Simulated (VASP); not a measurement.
Set up this calculation in VASP 6.6.1, as the native input.

```
Task                   : single point
Functional             : PBEsol
Potentials or basis    : VASP PAW PBE potentials, release 64 (Nb_sv)
Cutoff                 : 520 eV
k mesh                 : 11 × 11 × 1
Occupations            : fermi-dirac, width 0.05 eV
Spin                   : no spin polarisation
Dipole correction      : yes
Further INCAR settings : ALGO = Normal; EDIFF = 1e-06; NBANDS = 40
```

The structure of Nb lies in POSCAR:

```
Nb
1.0
    3.2726221427      0.0000000000      0.0000000000
    0.0000000000      3.2726221427      0.0000000000
    0.0000000000      0.0000000000     13.1377000000
Nb
5
Direct
    0.0000000000      0.0000000000      0.2664099572
    0.5000000000      0.5000000000      0.3731331009
    0.0000000000      0.0000000000      0.5000000562
    0.5000000000      0.5000000000      0.6268669168
    0.0000000000      0.0000000000      0.7335900428
```

One way to write it, as run:

INCAR

```
PREC     = Accurate       # precision mode
ENCUT    = 520            # plane-wave cutoff, eV
EDIFF    = 1E-6           # SCF threshold, eV
ISMEAR   = -1             # smearing method
SIGMA    = 0.05           # smearing width, eV
LREAL    = F              # projectors in reciprocal space
LASPH    = T              # aspherical terms in the spheres
NELM     = 60             # most SCF steps
ALGO     = Normal         # electronic algorithm
ISIF     = 2              # what is computed and relaxed
LWAVE    = F              # write WAVECAR
LCHARG   = F              # write CHGCAR
LDIPOL   = T            
IDIPOL   = 3            
DIPOL    = 0.5 0.5 0.500
GGA      = PS             # functional
NBANDS   = 40             # bands
```

KPOINTS

```
regular mesh
0
Gamma
  11 11 1
```

Potentials or basis: VASP PAW PBE potentials, release 64 (Nb_sv).

Command:

```sh
$ cat potpaw_PBE.64/Nb_sv/POTCAR > POTCAR
$ mpirun -np 1 vasp_std > vasp.out
```

Results of the run:

| Quantity | Value |
| --- | --- |
| Largest force | 0.012 eV/Å |

Caveat: the PAW data sets were made with another functional, which shifts forces and pressure a little.

It took 60 s on 1 thread of Intel(R) Xeon(R) 6975P-C (Granite Rapids) (shared host), peak memory 0.26 GiB.
